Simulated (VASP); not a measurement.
A run of VASP 6.6.1 is set up as follows.

INCAR

```
ALGO = Normal
EDIFF = 1E-6
ENCUT = 520
GGA = PS
ISIF = 2
ISMEAR = 0
LASPH = T
LCHARG = F
LREAL = F
LWAVE = F
NBANDS = 11
NELM = 80
PREC = Accurate
SIGMA = 0.05
```

The input KPOINTS:

```
k-points
0
Gamma
  10 10 10
```

Contents of POSCAR:

```
AlN
1.0
    0.0000000000      2.2908669450      2.1375515447
    2.1375515447      0.0000000000      2.1375515447
    2.1375515447      2.2908669450      0.0000000000
Al N
1 1
Direct
   -0.0112666392      0.0112666392      0.0112666392
    0.7717028100      0.7282971900      0.7282971900
```

Potentials or basis: VASP PAW PBE potentials, release 64 (Al, N).

Run with:

```bash
$ cat potpaw_PBE.64/Al/POTCAR potpaw_PBE.64/N/POTCAR > POTCAR
$ mpirun -np 1 vasp_std > vasp.out
```

What does it give for the largest force?

1.899 eV/Å.

Estimate the band gap on the k mesh.

2.75 eV, indirect (least direct gap 3.69 eV).

Stress tensor (GPa, compression positive):
```
  3.23   0.00   0.00
  0.00  -3.54 -10.01
  0.00 -10.01   7.00
```

Caveat: the cell differs from its parent crystal (mode 4 frozen in at -0.095 Å, strain +e along z and -e/2 along x and y +0.0467); the PAW data sets were made with another functional, which shifts forces and pressure a little. A k mesh can miss the band edges.
